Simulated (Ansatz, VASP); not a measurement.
# Ni in VASP and in Ansatz

```xyz
1
Lattice="-1.3837 1.4356 1.3837 1.3837 -1.4356 1.3837 1.3837 1.4356 -1.3837" Properties=species:S:1:pos:R:3 pbc="T T T"
Ni    0.0000    0.0000    0.0000
```

Change from the starting cell: strain +0.0375 x Voigt [0, 1, 0, 0, 0, 0], atoms carried along.

Alike in both runs: task single point; functional PBEsol; k mesh 24 × 24 × 24; occupations gaussian, width 0.15 eV; collinear spin.

|  | VASP | Ansatz |
| --- | --- | --- |
| version | VASP 6.6.1 | Ansatz 0.2.0 |
| potentials or method | VASP PAW PBE potentials, release 64 (Ni), cutoff 520 eV | scalar-relativistic, plane waves, PAW |
| valence electrons in the cell | 10 | 18 |

VASP gave:

| Property | Result |
| --- | --- |
| gap on the k mesh at the Fermi level (eV) | none |
| pressure (GPa) | -9.8 |
| traceless stress, the component that is largest in VASP (GPa) | 1.88 |
| net moment per atom (μB) | 0.55 |
| size of the moment on the site where the two differ most (μB) | 0.56 |

Problem. Estimate Ansatz's values.

Solution. gap on the k mesh at the Fermi level (eV): none; pressure (GPa): -9.7; traceless stress, the component that is largest in VASP (GPa): 2.01; net moment per atom (μB): 0.56; size of the moment on the site where the two differ most (μB): 0.59.

VASP's potentials were made for PBE, not for PBEsol. Site moments also hang on the region over which each program counts them. A gap of «none» marks a metal or a gap that the smearing closes. The functional is the same, so the differences come from potentials, cutoffs and numerics. VASP's potentials hold 10 valence electrons a cell and Ansatz's 18, so a difference there can come from the potentials and not from the codes.
